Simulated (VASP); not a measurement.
HfO2:

```
CELL_PARAMETERS angstrom
-0.02997 2.52918 2.52918
2.52918 -0.02997 2.52918
2.49921 2.49921 0.00000
ATOMIC_POSITIONS crystal
Hf 0.00000 0.00000 0.00000
O 0.25169 0.25169 0.24831
O 0.74831 0.74831 0.75169
```

This cell differs from its parent crystal: shear xy strain -2.4%.

Base run:

| Quantity | Value |
| --- | --- |
| Program | VASP 6.6.1 |
| Functional | r2SCAN |
| Potentials or basis | VASP PAW PBE potentials, release 64 (Hf_pv, O) |
| Cutoff | 520 eV |
| k mesh | 8 × 8 × 8 |
| Occupations | gaussian, width 0.01 eV |
| Spin | no spin polarisation |

Its results: band gap on the k mesh 4.32 eV, direct; pressure -3.9 GPa; largest force 0.015 eV/Å.

The run is repeated on the same cell with these changes: functional from r2SCAN to PBE; occupations from gaussian, width 0.01 eV to fermi-dirac, width 0.02 eV. What comes out?

Band gap on the k mesh 3.82 eV, direct; pressure 2.2 GPa; largest force 0.005 eV/Å.

Caveats: spin-orbit coupling is left out, which moves the levels of the heavy elements; the PAW data sets were made with another functional, which shifts forces and pressure a little (some runs).

A k mesh can miss the band edges.
